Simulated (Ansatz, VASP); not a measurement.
**Rh: VASP beside Ansatz**

The input INCAR:

```
ALGO = Normal ; EDIFF = 1E-7
ENCUT = 520 ; ISIF = 2
ISMEAR = -1 ; LASPH = True
LCHARG = False ; LREAL = False
LWAVE = False ; NBANDS = 22
NELM = 80 ; PREC = Accurate
SIGMA = 0.1
```

Contents of KPOINTS:

```
k-points
0
Gamma
  11 11 11
```

The input POSCAR:

```
Rh
1.0
    0.0000000000      2.7661823609      2.7661823609
    2.7661823609      0.0000000000      2.7661823609
    2.7661823609      2.7661823609      0.0000000000
Rh
2
Direct
    0.1250000000      0.1250000000      0.1250000000
    0.8750000000      0.8750000000      0.8750000000
```

Input for Ansatz:

```yaml
crystal:
  lattice:
    - [0.0, 2.7661823609, 2.7661823609]
    - [2.7661823609, 0.0, 2.7661823609]
    - [2.7661823609, 2.7661823609, 0.0]
  atoms:
    - { symbol: Rh, position: [0.125, 0.125, 0.125] }
    - { symbol: Rh, position: [0.875, 0.875, 0.875] }
hamiltonian:
  xc: lda
  pseudopotentials:
    kind: paw
    azcp:
      Rh: "pseudopotentials/Rh.paw.azcp"
basis:
  ecutwfc: 420
  fft_grid_basis: typed
kpoints:
  mp_grid: { grid: [11, 11, 11], shift: [0, 0, 0] }
magnetization:
  spin_polarized: false
scf:
  occupations: { method: fermi_dirac, width: 0.1 }
  lower_state_search: "off"
output:
  stress: true
```

Alike in both runs: task single point; functional LDA; k mesh 11 × 11 × 11; occupations fermi-dirac, width 0.1 eV; no spin polarisation.

```csv
,VASP,Ansatz
version,VASP 6.6.1,Ansatz 0.2.0
potentials or method,"VASP PAW LDA potentials, release 64 (Rh_pv), cutoff 520 eV","plane waves (420 eV) with PAW, scalar-relativistic"
valence electrons in the cell,30,34
```

|  | VASP | Ansatz | Ansatz less VASP |
| --- | --- | --- | --- |
| pressure (GPa) | -9.8 | -10.3 | -0.51 |

Ansatz warns that its potentials were made for another functional, while VASP's fit it. LDA's correlation is that of Perdew and Zunger in VASP and of Perdew and Wang (1992) in Ansatz. VASP's potentials hold 30 valence electrons a cell and Ansatz's 34, so a difference there can come from the potentials and not from the codes.
